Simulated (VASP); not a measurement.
# ZnS in VASP: notebook

The runs below take ZnS through single point, with PBE, r2SCAN.

All numbers are computed with VASP 6.6.1; they aren't measurements. Logs are shortened: lines on timing, memory, paths and dates and some standing lists are left out, and cuts for length are marked.

### 1 The cell of the first run

Symmetry: I-4m2, No. 119, tetragonal system. Conventional cell: a = 3.872 Å, b = 3.872 Å, c = 5.388 Å, α = 90.00°, β = 90.00°, γ = 90.00°. Zn (site symmetry -4m2) has 4 S at 2.36 Å within 3.1 Å. S (site symmetry -4m2) has 4 Zn at 2.36 Å within 3.1 Å.

### 2 Single point, PBE (biaxial xy strain +1.6%)

INCAR

```
PREC = Accurate
ENCUT = 520
EDIFF = 1E-6
ISMEAR = -1
SIGMA = 0.02
LREAL = F
LASPH = T
NELM = 60
ALGO = Normal
ISIF = 2
LWAVE = F
LCHARG = F
GGA = PE
NBANDS = 16
```

KPOINTS

```
Automatic mesh
0
Gamma
  8 8 8
```

POSCAR

```
ZnS
1.0
    0.0000000000      2.7379994334      2.6940858343
    2.7379994334      0.0000000000      2.6940858343
    2.7379994334      2.7379994334      0.0000000000
Zn S
1 1
Direct
    0.0000000000      0.0000000000      0.0000000000
    0.2500000000      0.2500000000      0.2500000000
```

Potentials or basis: VASP PAW PBE potentials, release 64 (Zn, S).

Run with:

```console
$ cat potpaw_PBE.64/Zn/POTCAR potpaw_PBE.64/S/POTCAR > POTCAR
$ mpirun -np 1 vasp_std > vasp.out
```

OUTCAR:

```text
PREC = Accurate
   ENCUT = 520
   EDIFF = 1E-6
   ISMEAR = -1
   LREAL = F
   LASPH = T
   NELM = 60
   ISIF = 2
   GGA = PE

 ion  position               nearest neighbor table
   1  0.000  0.000  0.000-   2 2.36   2 2.36   2 2.36   2 2.36
   2  0.250  0.250  0.250-   1 2.36   1 2.36   1 2.36   1 2.36

  LATTYP: Found a body centered tetragonal cell.
 ALAT       =     3.8721159325
 C/A-ratio  =     1.3915315973

  Lattice vectors:

 A1 = (   0.0000000000,  -2.7379994334,  -2.6940858343)
 A2 = (   0.0000000000,   2.7379994334,  -2.6940858343)
 A3 = (   2.7379994334,   0.0000000000,   2.6940858343)

Analysis of symmetry for initial positions (statically):
=====================================================================
 Subroutine PRICEL returns:
 Original cell was already a primitive cell.

 Routine SETGRP: Setting up the symmetry group for a
 body centered tetragonal supercell.

 Subroutine GETGRP returns: Found  8 space group operations
 (whereof  8 operations were pure point group operations)
 out of a pool of 16 trial point group operations.

The static configuration has the point symmetry D_2d.

Analysis of symmetry for dynamics (positions and initial velocities):
=====================================================================
 Subroutine PRICEL returns:
 Original cell was already a primitive cell.

 Routine SETGRP: Setting up the symmetry group for a
 body centered tetragonal supercell.

 Subroutine GETGRP returns: Found  8 space group operations
 (whereof  8 operations were pure point group operations)
 out of a pool of 16 trial point group operations.

The dynamic configuration has the point symmetry D_2d.

 Subroutine INISYM returns: Found  8 space group operations
 (whereof  8 operations are pure point group operations),
 and found     1 'primitive' translations

----------------------------------------------------------------------------------------

                                     Primitive cell

  volume of cell :      40.3932

  direct lattice vectors                    reciprocal lattice vectors
     0.000000000  2.737999433  2.694085834    -0.182615085  0.182615085  0.185591711
     2.737999433  0.000000000  2.694085834     0.182615085 -0.182615085  0.185591711
     2.737999433  2.737999433  0.000000000     0.182615085  0.182615085 -0.185591711

  length of vectors
     3.841189839  3.841189839  3.872115932     0.318026449  0.318026449  0.318026449

  position of ions in fractional coordinates (direct lattice)
     0.000000000  0.000000000  0.000000000
     0.250000000  0.250000000  0.250000000

  ion indices of the primitive-cell ions
   primitive index   ion index
                 1           1
                 2           2

----------------------------------------------------------------------------------------

 KPOINTS: Automatic mesh

Automatic generation of k-mesh.
 Grid dimensions read from file:
 generate k-points for:    8    8    8

 Generating k-lattice:

  Cartesian coordinates                     Fractional coordinates (reciprocal lattice)
    -0.022826886  0.022826886  0.023198964     0.125000000  0.000000000  0.000000000
     0.022826886 -0.022826886  0.023198964     0.000000000  0.125000000  0.000000000
     0.022826886  0.022826886 -0.023198964     0.000000000  0.000000000  0.125000000

  Length of vectors
     0.039753306  0.039753306  0.039753306

  Shift w.r.t. Gamma in fractional coordinates (k-lattice)
     0.000000000  0.000000000  0.000000000

 Subroutine IBZKPT returns following result:
 ===========================================

 Found     59 irreducible k-points:

 Following reciprocal coordinates:
            Coordinates               Weight
  0.000000  0.000000  0.000000      1.000000
  0.125000 -0.000000  0.000000      8.000000
  0.250000 -0.000000  0.000000      8.000000
  0.375000 -0.000000  0.000000      8.000000
  0.500000 -0.000000  0.000000      4.000000
  0.125000  0.125000  0.000000      2.000000
[... 16 lines left out ...]
  0.250000 -0.000000  0.125000     16.000000
  0.375000 -0.000000  0.125000     16.000000
 [... further k-points ...]
   k-points           NKPTS =     59   k-points in BZ     NKDIM =     59   number of bands    NBANDS=     16
   number of dos      NEDOS =    301   number of ions     NIONS =      2
   total plane-waves  NPLWV =  27000
   dimension x,y,z NGX =    30 NGY =   30 NGZ =   30
   dimension x,y,z NGXF=    60 NGYF=   60 NGZF=   60
   ions per type =               1   1
   NGX,Y,Z   is equivalent  to a cutoff of  12.98, 12.98, 12.88 a.u.
   NGXF,Y,Z  is equivalent  to a cutoff of  25.97, 25.97, 25.76 a.u.
 SYSTEM =  unknown system
   PREC   = accura    normal or accurate (medium, high low for compatibility)
   ISTART =      0    job   : 0-new  1-cont  2-samecut
   ICHARG =      2    charge: 1-file 2-atom 10-const
   ISPIN  =      1    spin polarized calculation?
   LNONCOLLINEAR =      F non collinear calculations
   LSORBIT =      F    spin-orbit coupling
   LASPH  =      T    aspherical Exc in radial PAW
   ENCUT  =  520.0 eV  38.22 Ry    6.18 a.u.   7.14  7.14  7.20*2*pi/ulx,y,z
   NELM   =     60;   NELMIN=  2; NELMDL= -5     # of ELM steps
   EDIFF  = 0.1E-05   stopping-criterion for ELM
   LREAL  =      F    real-space projection
   EDIFFG = 0.1E-04   stopping-criterion for IOM
   NSW    =      0    number of steps for IOM
   IBRION =     -1    ionic relax: 0-MD 1-quasi-New 2-CG
   NFREE  =      0    steps in history (QN), initial steepest desc. (CG)
   ISIF   =      2    stress and relaxation
   ISYM   =      2    0-nonsym 1-usesym 2-fastsym
   POTIM  = 0.5000    time-step for ionic-motion
   TEBEG  =    0.0;   TEEND  =   0.0 temperature during run
   PSTRESS=    0.0 pullay stress
   NELECT =      18.0000    total number of electrons
   NUPDOWN=      -1.0000    fix difference up-down
   EMIN   =  10.00;   EMAX   =-10.00  energy-range for DOS
   EFERMI =   0.00;   METHOD = LEGACY
   ISMEAR =    -1;   SIGMA  =   0.02  broadening in eV -4-tet -1-fermi 0-gaus
   EFERMI_NEDOS =   21; number of points for ismear=-14 and -15
   IALGO  =     38    algorithm
   IMIX   =      4    mixing-type and parameters
     AMIX     =   0.40;   BMIX     =  1.00
     AMIX_MAG =   1.60;   BMIX_MAG =  1.00
  volume/ion in A,a.u.               =      20.20       136.29
  Fermi-wavevector in a.u.,A,eV,Ry     =   1.250440  2.362989 21.274082  1.563601
  Thomas-Fermi vector in A             =   2.384434
   LORBIT       =      0    0 simple, 1 ext, 2 COOP (PROOUT), +10 PAW based schemes
   GGA     = PE    functional components
   LHFCALC =     F    Hartree Fock is set to
   AEXX    =    0.0000 exact exchange contribution
   IVDW    =     0    specifies the selected vdW correction
   LEPSILON=     F    determine dielectric tensor
   LRPA    =     F    only Hartree local field effects (RPA)
 non-spin polarized calculation
  energy-cutoff  :      520.00
  volume of cell :       40.39
 maximum number of plane-waves:      1102
 NGX is ok and might be reduce to    30
   NGX = 15   NGY = 15   NGZ = 15

 number of electron      18.0000009 magnetization

 Free energy of the ion-electron system (eV)
  ---------------------------------------------------
  ext. energy  EPLUGINS =         0.00000000
  ---------------------------------------------------
  free energy    TOTEN  =        -6.85153481 eV

  energy without entropy =       -6.85153481  energy(sigma->0) =       -6.85153481

 E-fermi :   2.3309     XC(G=0):  -9.5202

 val. band max:        1.9260955252   @ k =   0.0000   0.0000   0.0000
 cond. band min:       3.9007931596   @ k =   0.0000   0.0000   0.0000
 fundamental gap:      1.9746976344
 Fermi energy:         2.3309282756

 k-point     1 :       0.0000    0.0000    0.0000
  band No.  band energies     occupation
      1     -11.0879      2.00000
      2      -4.3610      2.00000
      3      -4.3610      2.00000
      4      -4.3519      2.00000
      5      -3.8897      2.00000
      6      -3.8858      2.00000
[... 8 lines left out ...]
     15      13.6092      0.00000
     16      13.7708      0.00000

 k-point     2 :       0.1250   -0.0000    0.0000
  band No.  band energies     occupation
      1     -10.9759      2.00000
      2      -4.3557      2.00000
      3      -4.3413      2.00000
      4      -4.3338      2.00000
      5      -3.8907      2.00000
      6      -3.8878      2.00000
[... 8 lines left out ...]
     15      13.1358      0.00000
     16      14.4278      0.00000

 k-point     3 :       0.2500   -0.0000    0.0000
  band No.  band energies     occupation
      1     -10.6841      2.00000
      2      -4.3050      2.00000
      3      -4.2986      2.00000
      4      -4.2883      2.00000
      5      -3.8862      2.00000
      6      -3.8861      2.00000
[... 8 lines left out ...]
     15      12.8751      0.00000
     16      14.0427      0.00000

 k-point     4 :       0.3750   -0.0000    0.0000
  band No.  band energies     occupation
      1     -10.3542      2.00000
      2      -4.2652      2.00000
      3      -4.2541      2.00000
      4      -4.0865      2.00000
      5      -3.8722      2.00000
      6      -3.8682      2.00000
[... 8 lines left out ...]
     15      13.9307      0.00000
     16      13.9505      0.00000
[... 324 lines left out ...]
 k-point    22 :       0.1250    0.0000    0.1250
  band No.  band energies     occupation
      1     -10.9399      2.00000
      2      -4.3769      2.00000
      3      -4.3241      2.00000
      4      -4.3139      2.00000
      5      -3.9043      2.00000
      6      -3.8767      2.00000
[... 8 lines left out ...]
     15      13.8747      0.00000
     16      14.8890      0.00000

 k-point    23 :       0.2500   -0.0000    0.1250
  band No.  band energies     occupation
      1     -10.7083      2.00000
      2      -4.3638      2.00000
      3      -4.2775      2.00000
      4      -4.2662      2.00000
      5      -3.9113      2.00000
      6      -3.8677      2.00000
[... 8 lines left out ...]
     15      13.8304      0.00000
     16      15.4941      0.00000

 k-point    24 :       0.3750   -0.0000    0.1250
  band No.  band energies     occupation
      1     -10.3864      2.00000
      2      -4.2881      2.00000
      3      -4.2308      2.00000
      4      -4.1658      2.00000
      5      -3.8870      2.00000
      6      -3.8571      2.00000
[... 8 lines left out ...]
     15      14.5158      0.00000
     16      14.9038      0.00000

 [... further k-points ...]
[... 5 lines left out ...]
  --------------------------------------------------------------------------------------
  -------------------------------------------------------------------------------------
  Total       -0.0473909     -0.0473909      0.1142773      0.0000000      0.0000000      0.0000000
  in kB       -1.8797377     -1.8797377      4.5327550      0.0000000      0.0000000      0.0000000
  external PRESSURE =       0.2577599 kB  Pullay stress =       0.0000000 kB

 VOLUME and BASIS-vectors are now :
 -----------------------------------------------------------------------------
  energy-cutoff  :      520.00
  volume of cell :       40.39
      direct lattice vectors                 reciprocal lattice vectors
     0.000000000  2.737999433  2.694085834    -0.182615085  0.182615085  0.185591711
     2.737999433  0.000000000  2.694085834     0.182615085 -0.182615085  0.185591711
     2.737999433  2.737999433  0.000000000     0.182615085  0.182615085 -0.185591711

 POSITION                                       TOTAL-FORCE (eV/Angst)
 -----------------------------------------------------------------------------------
      0.00000      0.00000      0.00000        -0.000000     -0.000000      0.000000
      1.36900      1.36900      1.34704         0.000000      0.000000     -0.000000
 -----------------------------------------------------------------------------------
    total drift:                               -0.000000     -0.000000      0.000000

  FREE ENERGIE OF THE ION-ELECTRON SYSTEM (eV)
  ---------------------------------------------------
  free  energy   TOTEN  =        -6.8515348096 eV

  energy  without entropy=       -6.8515348096  energy(sigma->0) =       -6.85153481
```

Wall time 28 s (1 thread of Intel Xeon 6975P-C (Granite Rapids), shared host); peak memory 0.18 GiB.

What came out:

```
Free energy            : -6.8515 eV
Pressure               : 0.0 GPa
Band gap on the k mesh : 1.97 eV, direct
```

Caveat: the cell differs from its parent crystal (biaxial xy strain +1.6%).

### 3 Single point, PBE (epitaxial 111 strain -2.5%)

Changes to INCAR since step 2:

```diff
@@ -7,3 +7,3 @@
 LASPH = T
-NELM = 60
+NELM = 100
 ALGO = Normal
```

KPOINTS

```
regular mesh
0
Gamma
  8 8 8
```

POSCAR

```
ZnS
1.0
    0.0740096535      2.7010127505      2.7010127505
    2.7010127505      0.0740096535      2.7010127505
    2.7010127505      2.7010127505      0.0740096535
Zn S
1 1
Direct
    0.0025977992      0.0025977992      0.0025977992
    0.2474022008      0.2474022008      0.2474022008
```

Potentials or basis: VASP PAW PBE potentials, release 64 (Zn, S).

Run with:

```console
$ cat potpaw_PBE.64/Zn/POTCAR potpaw_PBE.64/S/POTCAR > POTCAR
$ mpirun -np 1 vasp_std > vasp.out
```

Wall time 22 s (1 thread of Intel Xeon 6975P-C (Granite Rapids), shared host); peak memory 0.17 GiB.

Results (log left out):

- Free energy: -6.7974 eV
- Pressure: 5.3 GPa
- Largest force: 0.014 eV/Å
- Band gap on the k mesh: 2.18 eV, direct

Forces on the atoms (eV/Å):
```
Zn   0.008  0.008  0.008
S   -0.008 -0.008 -0.008
```

Stress tensor (GPa, compression positive):
```
 5.33 -1.38 -1.38
-1.38  5.33 -1.38
-1.38 -1.38  5.33
```

Levels at points of the mesh, in eV from the valence-band top:
```tsv
k point	band 6	band 7	band 8	band 9	band 10	band 11	band 12	band 13
(0.00, 0.00, 0.00)	-6.05	-0.26	0.00	0.00	2.18	5.97	6.48	6.48
(0.50, 0.00, 0.00)	-5.82	-5.61	-1.16	-0.95	3.19	6.68	6.80	8.94
(0.50, 0.50, 0.00)	-5.83	-4.81	-2.60	-2.30	3.15	4.05	11.07	12.12
(0.50, 0.50, 0.50)	-5.93	-5.72	-0.86	-0.86	3.66	7.07	7.07	8.84
```

Caveat: the cell differs from its parent crystal (epitaxial 111 strain -2.5%).

### 4 Single point, r2SCAN (biaxial xy strain +1.6%)

POSCAR

```
ZnS
1.0
    0.0000000000      2.7379994334      2.6940858343
    2.7379994334      0.0000000000      2.6940858343
    2.7379994334      2.7379994334      0.0000000000
Zn S
1 1
Direct
    0.0000000000      0.0000000000      0.0000000000
    0.2500000000      0.2500000000      0.2500000000
```

INCAR.step1

```
SYSTEM = ZnS
  PREC = Accurate
  ENCUT = 520
  ISMEAR = 0
  SIGMA = 0.01
  LREAL = .False.
  LASPH = .True.
  NELM = 80
  NBANDS = 16
  GGA = PE
  ALGO = Normal
  EDIFF = 1E-4
  LWAVE = .True.
  LCHARG = .False.
```

INCAR.step2

```
SYSTEM = ZnS
  PREC = Accurate
  ENCUT = 520
  EDIFF = 1E-6
  ISMEAR = 0
  SIGMA = 0.01
  LREAL = .False.
  LASPH = .True.
  NELM = 80
  ALGO = Normal
  ISIF = 2
  LWAVE = .False.
  LCHARG = .False.
  METAGGA = R2SCAN
  LMIXTAU = .True.
  NBANDS = 16
  ISTART = 1
```

KPOINTS

```
regular mesh
0
Gamma
  8 8 8
  0 0 0
```

Potentials or basis: VASP PAW PBE potentials, release 64 (Zn, S).

Run with:

```console
$ cat potpaw_PBE.64/Zn/POTCAR potpaw_PBE.64/S/POTCAR > POTCAR
$ cp INCAR.step1 INCAR
$ mpirun -np 1 vasp_std > vasp.out
$ cp INCAR.step2 INCAR
$ mpirun -np 1 vasp_std > vasp.out
```

OUTCAR:

```text
SYSTEM = ZnS
   PREC = Accurate
   ENCUT = 520
   EDIFF = 1E-6
   ISMEAR = 0
   LREAL = .False.
   LASPH = .True.
   NELM = 80
   ISIF = 2
   METAGGA = R2SCAN
   ISTART = 1

 ion  position               nearest neighbor table
   1  0.000  0.000  0.000-   2 2.36   2 2.36   2 2.36   2 2.36
   2  0.250  0.250  0.250-   1 2.36   1 2.36   1 2.36   1 2.36

  LATTYP: Found a body centered tetragonal cell.
 ALAT       =     3.8721159325
 C/A-ratio  =     1.3915315973

  Lattice vectors:

 A1 = (   0.0000000000,  -2.7379994334,  -2.6940858343)
 A2 = (   0.0000000000,   2.7379994334,  -2.6940858343)
 A3 = (   2.7379994334,   0.0000000000,   2.6940858343)

Analysis of symmetry for initial positions (statically):
=====================================================================
 Subroutine PRICEL returns:
 Original cell was already a primitive cell.

 Routine SETGRP: Setting up the symmetry group for a
 body centered tetragonal supercell.

 Subroutine GETGRP returns: Found  8 space group operations
 (whereof  8 operations were pure point group operations)
 out of a pool of 16 trial point group operations.
[... 158 lines left out ...]
  ext. energy  EPLUGINS =         0.00000000
  ---------------------------------------------------
  free energy    TOTEN  =       -18.85616880 eV

  energy without entropy =      -18.85616880  energy(sigma->0) =      -18.85616880

 E-fermi :   1.7215     XC(G=0): -10.1656

 val. band max:        1.6492455440   @ k =   0.0000   0.0000   0.0000
 cond. band min:       4.1767966673   @ k =   0.0000   0.0000   0.0000
 fundamental gap:      2.5275511233
 Fermi energy:         1.7214594173

 k-point     1 :       0.0000    0.0000    0.0000
  band No.  band energies     occupation
      1     -11.8949      2.00000
      2      -4.7982      2.00000
      3      -4.7982      2.00000
      4      -4.7893      2.00000
      5      -4.2817      2.00000
      6      -4.2786      2.00000
[... 433 lines left out ...]
      3      -4.6598      2.00000
      4      -4.5841      2.00000
      5      -4.2808      2.00000
      6      -4.2496      2.00000
[... 8 lines left out ...]
     15      14.8547      0.00000
     16      15.2368      0.00000

 [... further k-points ...]
[... 5 lines left out ...]
  --------------------------------------------------------------------------------------
  -------------------------------------------------------------------------------------
  Total       -0.6419078     -0.6419078     -0.4704244      0.0000000      0.0000000      0.0000000
  in kB      -25.4609784    -25.4609784    -18.6591696      0.0000000      0.0000000      0.0000000
  external PRESSURE =     -23.1937088 kB  Pullay stress =       0.0000000 kB

 VOLUME and BASIS-vectors are now :
 -----------------------------------------------------------------------------
  energy-cutoff  :      520.00
  volume of cell :       40.39
      direct lattice vectors                 reciprocal lattice vectors
     0.000000000  2.737999433  2.694085834    -0.182615085  0.182615085  0.185591711
     2.737999433  0.000000000  2.694085834     0.182615085 -0.182615085  0.185591711
     2.737999433  2.737999433  0.000000000     0.182615085  0.182615085 -0.185591711

 POSITION                                       TOTAL-FORCE (eV/Angst)
 -----------------------------------------------------------------------------------
      0.00000      0.00000      0.00000        -0.000000     -0.000000      0.000000
      1.36900      1.36900      1.34704         0.000000      0.000000     -0.000000
 -----------------------------------------------------------------------------------
    total drift:                                0.000017      0.000017      0.000017

  FREE ENERGIE OF THE ION-ELECTRON SYSTEM (eV)
  ---------------------------------------------------
  free  energy   TOTEN  =       -18.8561687990 eV

  energy  without entropy=      -18.8561687990  energy(sigma->0) =      -18.85616880
```

Run time: 1.8 min. Hardware: 1 thread of Intel Xeon 6975P-C (Granite Rapids), shared host; peak memory 0.19 GiB.

What came out:

```yaml
Free_energy: -18.8562 eV
Pressure: -2.3 GPa
Band_gap_on_the_k_mesh: 2.53 eV, direct
```

Caveat: the cell differs from its parent crystal (biaxial xy strain +1.6%); the PAW data sets were made with another functional, which shifts forces and pressure a little.

[end of part 1 of 2]
